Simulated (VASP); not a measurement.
# InAs (Pm-3m) in VASP: a series of runs

The runs below take InAs through vibrations by perturbation theory, with LDA.

All numbers are computed with VASP 6.6.1; they aren't measurements. Logs are shortened: lines on timing, memory, paths and dates and some standing lists are left out, and cuts for length are marked.

## Step 1: The cell of the first run

The structure is cubic, space group Pm-3m (No. 221). Conventional cell: a = 3.336 Å, b = 3.336 Å, c = 3.336 Å, α = 90.00°, β = 90.00°, γ = 90.00°. Within 3.8 Å of In (site symmetry m-3m) lie 8 As at 2.89 Å and 6 In at 3.34 Å. As (site symmetry m-3m) has 8 In at 2.89 Å and 6 As at 3.34 Å within 3.8 Å.

## Step 2: Vibrations by perturbation theory, LDA

INCAR reads:

```
  PREC = Accurate
  ENCUT = 520
  EDIFF = 1E-8
  ISMEAR = -1
  SIGMA = 0.15
  LREAL = F
  LASPH = T
  NELM = 60
  ALGO = Normal
  ISIF = 2
  LWAVE = F
  LCHARG = F
  GGA = CA
  NBANDS = 16
  IBRION = 8
  NSW = 1
```

KPOINTS reads:

```
Automatic mesh
0
Gamma
  12 12 12
```

POSCAR reads:

```
InAs
1.0
    3.3356000000      0.0000000000      0.0000000000
    0.0000000000      3.3356000000      0.0000000000
    0.0000000000      0.0000000000      3.3356000000
In As
1 1
Direct
    0.0000000000      0.0000000000      0.0000000000
    0.5000000000      0.5000000000      0.5000000000
```

Potentials or basis: VASP PAW LDA potentials, release 64 (In_d, As).

Command:

```console
$ cat potpaw_LDA.64/In_d/POTCAR potpaw_LDA.64/As/POTCAR > POTCAR
$ mpirun -np 1 vasp_std > vasp.out
```

OUTCAR:

```text
PREC = Accurate
   ENCUT = 520
   EDIFF = 1E-8
   ISMEAR = -1
   LREAL = F
   LASPH = T
   NELM = 60
   ISIF = 2
   GGA = CA
   IBRION = 8
   NSW = 1

 ion  position               nearest neighbor table
   1  0.000  0.000  0.000-   2 2.89   2 2.89   2 2.89   2 2.89   2 2.89   2 2.89   2 2.89   2 2.89

   2  0.500  0.500  0.500-   1 2.89   1 2.89   1 2.89   1 2.89   1 2.89   1 2.89   1 2.89   1 2.89

  LATTYP: Found a simple cubic cell.
 ALAT       =     3.3356000000

  Lattice vectors:

 A1 = (   3.3356000000,   0.0000000000,   0.0000000000)
 A2 = (   0.0000000000,   3.3356000000,   0.0000000000)
 A3 = (   0.0000000000,   0.0000000000,   3.3356000000)

Analysis of symmetry for initial positions (statically):
=====================================================================
 Subroutine PRICEL returns:
 Original cell was already a primitive cell.

 Routine SETGRP: Setting up the symmetry group for a
 simple cubic supercell.

 Subroutine GETGRP returns: Found 48 space group operations
 (whereof 48 operations were pure point group operations)
 out of a pool of 48 trial point group operations.

The static configuration has the point symmetry O_h .

Analysis of symmetry for dynamics (positions and initial velocities):
=====================================================================
 Subroutine PRICEL returns:
 Original cell was already a primitive cell.

 Routine SETGRP: Setting up the symmetry group for a
 simple cubic supercell.

 Subroutine GETGRP returns: Found 48 space group operations
 (whereof 48 operations were pure point group operations)
 out of a pool of 48 trial point group operations.

The dynamic configuration has the point symmetry O_h .

 Subroutine INISYM returns: Found 48 space group operations
 (whereof 48 operations are pure point group operations),
 and found     1 'primitive' translations

----------------------------------------------------------------------------------------

                                     Primitive cell

  volume of cell :      37.1126

  direct lattice vectors                    reciprocal lattice vectors
     3.335600000  0.000000000  0.000000000     0.299796139  0.000000000  0.000000000
     0.000000000  3.335600000  0.000000000     0.000000000  0.299796139  0.000000000
     0.000000000  0.000000000  3.335600000     0.000000000  0.000000000  0.299796139

  length of vectors
     3.335600000  3.335600000  3.335600000     0.299796139  0.299796139  0.299796139

  position of ions in fractional coordinates (direct lattice)
     0.000000000  0.000000000  0.000000000
     0.500000000  0.500000000  0.500000000

  ion indices of the primitive-cell ions
   primitive index   ion index
                 1           1
                 2           2

----------------------------------------------------------------------------------------

 KPOINTS: Automatic mesh

Automatic generation of k-mesh.
 Grid dimensions read from file:
 generate k-points for:   12   12   12

 Generating k-lattice:

  Cartesian coordinates                     Fractional coordinates (reciprocal lattice)
     0.024983012  0.000000000  0.000000000     0.083333333  0.000000000  0.000000000
     0.000000000  0.024983012  0.000000000     0.000000000  0.083333333  0.000000000
     0.000000000  0.000000000  0.024983012     0.000000000  0.000000000  0.083333333

  Length of vectors
     0.024983012  0.024983012  0.024983012

  Shift w.r.t. Gamma in fractional coordinates (k-lattice)
     0.000000000  0.000000000  0.000000000

 Subroutine IBZKPT returns following result:
 ===========================================

 Found     84 irreducible k-points:

 Following reciprocal coordinates:
            Coordinates               Weight
  0.000000  0.000000  0.000000      1.000000
  0.083333  0.000000  0.000000      6.000000
  0.166667  0.000000  0.000000      6.000000
  0.250000  0.000000  0.000000      6.000000
  0.333333  0.000000  0.000000      6.000000
  0.416667  0.000000  0.000000      6.000000
[... 16 lines left out ...]
  0.333333  0.333333  0.000000     12.000000
  0.416667  0.333333  0.000000     24.000000
 [... further k-points ...]
   k-points           NKPTS =     84   k-points in BZ     NKDIM =     84   number of bands    NBANDS=     16
   number of dos      NEDOS =    301   number of ions     NIONS =      2
   total plane-waves  NPLWV =  21952
   dimension x,y,z NGX =    28 NGY =   28 NGZ =   28
   dimension x,y,z NGXF=    56 NGYF=   56 NGZF=   56
   ions per type =               1   1
   NGX,Y,Z   is equivalent  to a cutoff of  13.96, 13.96, 13.96 a.u.
   NGXF,Y,Z  is equivalent  to a cutoff of  27.91, 27.91, 27.91 a.u.
 SYSTEM =  unknown system
   PREC   = accura    normal or accurate (medium, high low for compatibility)
   ISTART =      0    job   : 0-new  1-cont  2-samecut
   ICHARG =      2    charge: 1-file 2-atom 10-const
   ISPIN  =      1    spin polarized calculation?
   LNONCOLLINEAR =      F non collinear calculations
   LSORBIT =      F    spin-orbit coupling
   LASPH  =      T    aspherical Exc in radial PAW
   ENCUT  =  520.0 eV  38.22 Ry    6.18 a.u.   6.20  6.20  6.20*2*pi/ulx,y,z
   NELM   =     60;   NELMIN=  2; NELMDL= -5     # of ELM steps
   EDIFF  = 0.1E-07   stopping-criterion for ELM
   LREAL  =      F    real-space projection
   EDIFFG = 0.1E-06   stopping-criterion for IOM
   NSW    =      1    number of steps for IOM
   IBRION =      8    ionic relax: 0-MD 1-quasi-New 2-CG
   NFREE  =      0    steps in history (QN), initial steepest desc. (CG)
   ISIF   =      2    stress and relaxation
   ISYM   =      2    0-nonsym 1-usesym 2-fastsym
   POTIM  = 0.5000    time-step for ionic-motion
   TEBEG  =    0.0;   TEEND  =   0.0 temperature during run
   PSTRESS=    0.0 pullay stress
   NELECT =      18.0000    total number of electrons
   NUPDOWN=      -1.0000    fix difference up-down
   EMIN   =  10.00;   EMAX   =-10.00  energy-range for DOS
   EFERMI =   0.00;   METHOD = LEGACY
   ISMEAR =    -1;   SIGMA  =   0.15  broadening in eV -4-tet -1-fermi 0-gaus
   EFERMI_NEDOS =   21; number of points for ismear=-14 and -15
   IALGO  =     38    algorithm
   IMIX   =      4    mixing-type and parameters
     AMIX     =   0.40;   BMIX     =  1.00
     AMIX_MAG =   1.60;   BMIX_MAG =  1.00
  volume/ion in A,a.u.               =      18.56       125.22
  Fermi-wavevector in a.u.,A,eV,Ry     =   1.286249  2.430658 22.509973  1.654436
  Thomas-Fermi vector in A             =   2.418335
   LORBIT       =      0    0 simple, 1 ext, 2 COOP (PROOUT), +10 PAW based schemes
   GGA     = CA    functional components
   LHFCALC =     F    Hartree Fock is set to
   AEXX    =    0.0000 exact exchange contribution
   IVDW    =     0    specifies the selected vdW correction
   LEPSILON=     F    determine dielectric tensor
   LRPA    =     F    only Hartree local field effects (RPA)
 non-spin polarized calculation
  energy-cutoff  :      520.00
  volume of cell :       37.11
 maximum number of plane-waves:      1021
 NGX is ok and might be reduce to    28
   NGX = 13   NGY = 13   NGZ = 13

--------------------------------------- Ionic step        1  -------------------------------------------

 number of electron      18.0000006 magnetization

 Free energy of the ion-electron system (eV)
  ---------------------------------------------------
  ext. energy  EPLUGINS =         0.00000000
  ---------------------------------------------------
  free energy    TOTEN  =        -8.13574405 eV

  energy without entropy =       -8.05547084  energy(sigma->0) =       -8.09560744

 E-fermi :   9.1833     XC(G=0): -11.6249

 val. band max:        9.1766498341   @ k =   0.3333   0.3333   0.1667
 cond. band min:       9.2118573741   @ k =   0.4167   0.2500   0.0000
 fundamental gap:      0.0352075400
 Fermi energy:         9.1832726622

 k-point     1 :       0.0000    0.0000    0.0000
  band No.  band energies     occupation
      1      -5.6589      2.00000
      2      -5.6589      2.00000
      3      -5.2912      2.00000
      4      -5.2912      2.00000
      5      -5.2912      2.00000
      6      -4.9914      2.00000
[... 8 lines left out ...]
     15      20.3977      0.00000
     16      24.4699      0.00000
[... 420 lines left out ...]
  band No.  band energies     occupation
      1      -5.7933      2.00000
      2      -5.5192      2.00000
      3      -5.4020      2.00000
      4      -5.3716      2.00000
      5      -5.2281      2.00000
      6      -1.6390      2.00000
[... 8 lines left out ...]
     15      20.1011      0.00000
     16      22.2781      0.00000

 [... further k-points ...]
[... 5 lines left out ...]
  --------------------------------------------------------------------------------------
  -------------------------------------------------------------------------------------
  Total        2.8877020      2.8877020      2.8877020     -0.0000000      0.0000000      0.0000000
  in kB      124.6640007    124.6640007    124.6640007     -0.0000000      0.0000000      0.0000000
  external PRESSURE =     124.6640007 kB  Pullay stress =       0.0000000 kB

 VOLUME and BASIS-vectors are now :
 -----------------------------------------------------------------------------
  energy-cutoff  :      520.00
  volume of cell :       37.11
      direct lattice vectors                 reciprocal lattice vectors
     3.335600000  0.000000000  0.000000000     0.299796139  0.000000000  0.000000000
     0.000000000  3.335600000  0.000000000     0.000000000  0.299796139  0.000000000
     0.000000000  0.000000000  3.335600000     0.000000000  0.000000000  0.299796139

 POSITION                                       TOTAL-FORCE (eV/Angst)
 -----------------------------------------------------------------------------------
      0.00000      0.00000      0.00000         0.000000      0.000000      0.000000
      1.66780      1.66780      1.66780         0.000000      0.000000      0.000000
 -----------------------------------------------------------------------------------
    total drift:                               -0.000000      0.000000     -0.000000

  FREE ENERGIE OF THE ION-ELECTRON SYSTEM (eV)
  ---------------------------------------------------
  free  energy   TOTEN  =        -8.1357440452 eV

  energy  without entropy=       -8.0554708405  energy(sigma->0) =       -8.09560744

[... ionic steps 2 to 3 ...]

--------------------------------------- Ionic step        4  -------------------------------------------

------------------------ aborting loop because EDIFF is reached ----------------------------------------

[... ionic steps 5 to 6 ...]

--------------------------------------- Ionic step        7  -------------------------------------------

 Free energy of the ion-electron system (eV)
  ---------------------------------------------------
  ---------------------------------------------------
  free energy    TOTEN  =        -0.04114060 eV

  energy without entropy =       -0.04114060

------------------------ aborting loop because EDIFF is reached ----------------------------------------

 INTERNAL STRAIN TENSOR  FOR ION    2  DIRECTION 1   (eV/Angst):
 -----------------------------------------------------------------------------
    -0.07831  0.00000 -0.00000
     0.00000  0.03294 -0.00000
     0.00000 -0.00000  0.03294

 INTERNAL STRAIN TENSOR FOR ION    2 for displacements in x,y,z  (eV/Angst):
          X           Y           Z          XY          YZ          ZX
  --------------------------------------------------------------------------------
  x     0.00000     0.00000     0.00000     0.00000     0.00000     0.00000
  y     0.00000     0.00000     0.00000     0.00000     0.00000     0.00000
  z     0.00000     0.00000     0.00000     0.00000     0.00000     0.00000

 SECOND DERIVATIVES (NOT SYMMETRIZED)
 ------------------------------------
               1X          1Y          1Z          2X          2Y          2Z
  1X    -3.060407    0.000000   -0.000000    3.060407   -0.000000    0.000000
  1Y     0.000000   -3.060407   -0.000000   -0.000000    3.060407    0.000000
  1Z     0.000000    0.000000   -3.060407   -0.000000   -0.000000    3.060407
  2X     3.054971    0.000000    0.000000   -3.054971   -0.000000   -0.000000
  2Y     0.000000    3.054971    0.000000   -0.000000   -3.054971   -0.000000
  2Z     0.000000   -0.000000    3.054971    0.000000    0.000000   -3.054971

 Eigenvectors and eigenvalues of the dynamical matrix
 ----------------------------------------------------

   1 f  =    4.059524 THz    25.506741 2PiTHz  135.411145 cm-1    16.788835 meV
             X         Y         Z           dx          dy          dz
      0.000000  0.000000  0.000000    -0.455547    0.433318   -0.000000
      1.667800  1.667800  1.667800     0.563444   -0.535951    0.000000

   2 f  =    4.059524 THz    25.506741 2PiTHz  135.411145 cm-1    16.788835 meV
             X         Y         Z           dx          dy          dz
      0.000000  0.000000  0.000000    -0.433318   -0.455547    0.000000
      1.667800  1.667800  1.667800     0.535951    0.563444    0.000000
[... 11 lines left out ...]
   5 f/i=    0.001764 THz     0.011085 2PiTHz    0.058848 cm-1     0.007296 meV
             X         Y         Z           dx          dy          dz
      0.000000  0.000000  0.000000    -0.374663    0.681425   -0.000000
      1.667800  1.667800  1.667800    -0.302916    0.550935    0.000000

   6 f/i=    0.001764 THz     0.011085 2PiTHz    0.058848 cm-1     0.007296 meV
             X         Y         Z           dx          dy          dz
      0.000000  0.000000  0.000000     0.681425    0.374663   -0.000000
      1.667800  1.667800  1.667800     0.550935    0.302916    0.000000

--------------------------------------------------------------------------------------------------------

 ELASTIC MODULI CONTR FROM IONIC RELAXATION (kBar)
 Direction    XX          YY          ZZ          XY          YZ          ZX
 --------------------------------------------------------------------------------
 XX           0.0000      0.0000      0.0000      0.0000      0.0000      0.0000
 YY           0.0000      0.0000      0.0000      0.0000      0.0000      0.0000
 ZZ           0.0000      0.0000      0.0000      0.0000      0.0000      0.0000
 XY           0.0000      0.0000      0.0000      0.0000      0.0000      0.0000
 YZ           0.0000      0.0000      0.0000      0.0000      0.0000      0.0000
 ZX           0.0000      0.0000      0.0000      0.0000      0.0000      0.0000
 --------------------------------------------------------------------------------
```

Wall time 3.9 min (1 thread of Intel Xeon Platinum 8488C (Sapphire Rapids), shared host); peak memory 0.4 GiB.

What came out:

```yaml
Highest_phonon_frequency_at_Γ_LO-TO_splitting_left_out: 135 cm⁻¹
```

Phonon frequencies in cm⁻¹ (negative: imaginary):
| q point | frequencies |
| --- | --- |
| (0.000, 0.000, 0.000) | 0 0 0 135 135 135 |

Caveat: the cell stands under pressure or tension, which shifts response properties; spin-orbit coupling is left out, which moves the levels of the heavy elements.

## Step 3: Vibrations by perturbation theory, LDA

This run uses another cell than the first one, of 22.03 Å³/atom.

INCAR reads:

```
SYSTEM = InAs
  ALGO = Normal
  EDIFF = 1E-8
  ENCUT = 520
  GGA = CA
  IBRION = 8
  ISIF = 2
  ISMEAR = -1
  LASPH = .True.
  LCHARG = .True.
  LREAL = .False.
  LWAVE = .False.
  NBANDS = 16
  NELM = 60
  NSW = 1
  PREC = Accurate
  SIGMA = 0.15
```

KPOINTS reads:

```
k-points
0
Gamma
  12 12 12
  0 0 0
```

POSCAR reads:

```
InAs
1.0
    3.5317000000      0.0000000000      0.0000000000
    0.0000000000      3.5317000000      0.0000000000
    0.0000000000      0.0000000000      3.5317000000
In As
1 1
Direct
    0.0000000000      0.0000000000      0.0000000000
    0.5000000000      0.5000000000      0.5000000000
```

Potentials or basis: VASP PAW LDA potentials, release 64 (In_d, As).

Command:

```console
$ cat potpaw_LDA.64/In_d/POTCAR potpaw_LDA.64/As/POTCAR > POTCAR
$ mpirun -np 1 vasp_std > vasp.out
```

OUTCAR:

```text
SYSTEM = InAs
   EDIFF = 1E-8
   ENCUT = 520
   GGA = CA
   IBRION = 8
   ISIF = 2
   ISMEAR = -1
   LASPH = .True.
   LREAL = .False.
   NELM = 60
   NSW = 1
   PREC = Accurate

 ion  position               nearest neighbor table
   1  0.000  0.000  0.000-   2 3.06   2 3.06   2 3.06   2 3.06   2 3.06   2 3.06   2 3.06   2 3.06

   2  0.500  0.500  0.500-   1 3.06   1 3.06   1 3.06   1 3.06   1 3.06   1 3.06   1 3.06   1 3.06

  LATTYP: Found a simple cubic cell.
[... 715 lines left out ...]
               1X          1Y          1Z          2X          2Y          2Z
  1X    -0.914717   -0.000000    0.000000    0.914717    0.000000    0.000000
  1Y     0.000000   -0.914717    0.000000   -0.000000    0.914717    0.000000
  1Z     0.000000    0.000000   -0.914717    0.000000    0.000000    0.914717
  2X     0.903134    0.000000   -0.000000   -0.903134   -0.000000    0.000000
  2Y     0.000000    0.903134    0.000000   -0.000000   -0.903134   -0.000000
  2Z    -0.000000   -0.000000    0.903134    0.000000    0.000000   -0.903134

 Eigenvectors and eigenvalues of the dynamical matrix
 ----------------------------------------------------

   1 f  =    2.212046 THz    13.898694 2PiTHz   73.785909 cm-1     9.148283 meV
             X         Y         Z           dx          dy          dz
      0.000000  0.000000  0.000000    -0.629384    0.040521   -0.012136
      1.765850  1.765850  1.765850     0.774196   -0.049845    0.014928
[... 21 lines left out ...]
   6 f/i=    0.006899 THz     0.043347 2PiTHz    0.230121 cm-1     0.028531 meV
             X         Y         Z           dx          dy          dz
      0.000000  0.000000  0.000000    -0.707390    0.317004    0.034564
      1.765850  1.765850  1.765850    -0.575074    0.257709    0.028099

--------------------------------------------------------------------------------------------------------

 ELASTIC MODULI CONTR FROM IONIC RELAXATION (kBar)
 Direction    XX          YY          ZZ          XY          YZ          ZX
 --------------------------------------------------------------------------------
 XX           0.0000      0.0000      0.0000      0.0000      0.0000      0.0000
 YY           0.0000      0.0000      0.0000      0.0000      0.0000      0.0000
 ZZ           0.0000      0.0000      0.0000      0.0000      0.0000      0.0000
 XY           0.0000      0.0000      0.0000      0.0000      0.0000      0.0000
 YZ           0.0000      0.0000      0.0000      0.0000      0.0000      0.0000
 ZX           0.0000      0.0000      0.0000      0.0000      0.0000      0.0000
 --------------------------------------------------------------------------------
```

Wall time 3.5 min (1 thread of Intel Xeon Platinum 8488C (Sapphire Rapids), shared host); peak memory 0.39 GiB.

What came out:

| Quantity | Value |
| --- | --- |
| Highest phonon frequency at Γ, LO-TO splitting left out | 74 cm⁻¹ |

Phonon frequencies in cm⁻¹ (negative: imaginary):
```csv
q point,frequencies
"(0.000, 0.000, 0.000)",0 0 0 74 74 74
```

Caveat: the cell stands under pressure or tension, which shifts response properties; spin-orbit coupling is left out, which moves the levels of the heavy elements.
